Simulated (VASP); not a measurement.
Runs of VASP 6.6.1 on SbMo2. The structure is that of space group P6/mmm (No. 191), or close to it. The cells are those of the table. 

```tsv
task	spin	cell	k mesh	cutoff (eV)	gap on the mesh (eV)	pressure (GPa)	relaxed volume (Å³/atom)
single point	off	a = 4.456, b = 4.456, c = 3.238 Å, angles 90.0, 90.0, 120.0°, 3 atoms	6 × 6 × 6	520	none	0.2	-
relaxation of cell and atoms	off	relaxed from a = 4.456, b = 4.456, c = 3.238 Å, angles 90.0, 90.0, 120.0°, 3 atoms	12 × 12 × 14	600	none	0.0	18.53
single point	off	a = 4.816, b = 4.816, c = 2.952 Å, angles 90.0, 90.0, 120.0°, 3 atoms	6 × 6 × 6	520	none	(a)	-
relaxation of cell and atoms	off	relaxed from a = 4.816, b = 4.816, c = 2.952 Å, angles 90.0, 90.0, 120.0°, 3 atoms	6 × 6 × 6	600	none	0.0	18.58
single point	off	a = 4.467, b = 4.467, c = 3.215 Å, angles 90.0, 90.0, 120.0°, 3 atoms	12 × 12 × 14	520	none	0.2	-
single point	collinear	a = 4.456, b = 4.456, c = 3.238 Å, angles 90.0, 90.0, 120.0°, 3 atoms	6 × 6 × 6	520	none	0.2	-
```

Alike in all rows: level PBE; potentials or basis VASP PAW PBE potentials, release 64 (Sb, Mo_sv); smearing gaussian 0.1 eV.

Question: Fill in the values left out.

Answer: (a) -11.0.

Caveats: spin-orbit coupling is left out, which moves the levels of the heavy elements; the stress differs along the axes, from -15 to -3 GPa (at least some runs).

A k mesh can miss the band edges, and the runs leave out spin-orbit coupling on Mo, Sb.

A gap of «none» marks levels without a gap at the run's occupations.
